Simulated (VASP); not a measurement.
In3BiSb2, 6 atoms in the cell. It takes space group Imm2 (No. 44, orthorhombic). Conventional cell: a = 4.749 Å, b = 14.233 Å, c = 6.697 Å, α = 90.00°, β = 90.00°, γ = 90.00°. Within 3.8 Å of Sb (site symmetry m) lie 4 In at 2.88 to 2.89 Å. Within 3.8 Å of In (site symmetry m) lie 3 Sb at 2.88 to 2.89 Å and 1 Bi at 2.96 Å. Within 3.8 Å of In (site symmetry mm2) lie 2 Sb at 2.88 Å and 2 Bi at 2.94 Å. Bi (site symmetry mm2) has 4 In at 2.94 to 2.96 Å within 3.9 Å. 

- Program: VASP 6.6.1
- Task: single point
- Functional: PBE
- Potentials or basis: VASP PAW PBE potentials, release 64 (Sb, In_d, Bi_d)
- Cutoff: 520 eV
- k mesh: 6 × 6 × 6
- Occupations: fermi-dirac, width 0.02 eV
- Spin: no spin polarisation
- Dipole correction: no
- Further INCAR settings: ALGO = Normal; EDIFF = 1e-07; NBANDS = 41

Potentials or basis: VASP PAW PBE potentials, release 64 (Sb, In_d, Bi_d).

The run is started by

```console
$ cat potpaw_PBE.64/Sb/POTCAR potpaw_PBE.64/In_d/POTCAR potpaw_PBE.64/Bi_d/POTCAR > POTCAR
$ mpirun -np 1 vasp_std > vasp.out
```

Hardware: 1 thread of Intel(R) Xeon(R) Platinum 8488C (Sapphire Rapids) (shared host).

**Question.** Estimate the wall time of this run.

**Answer.** Run time: 8.5 min on 1 thread of Intel(R) Xeon(R) Platinum 8488C (Sapphire Rapids), with other jobs on the host, peak memory 0.78 GiB. Counts: scf iterations 15, k points 46.
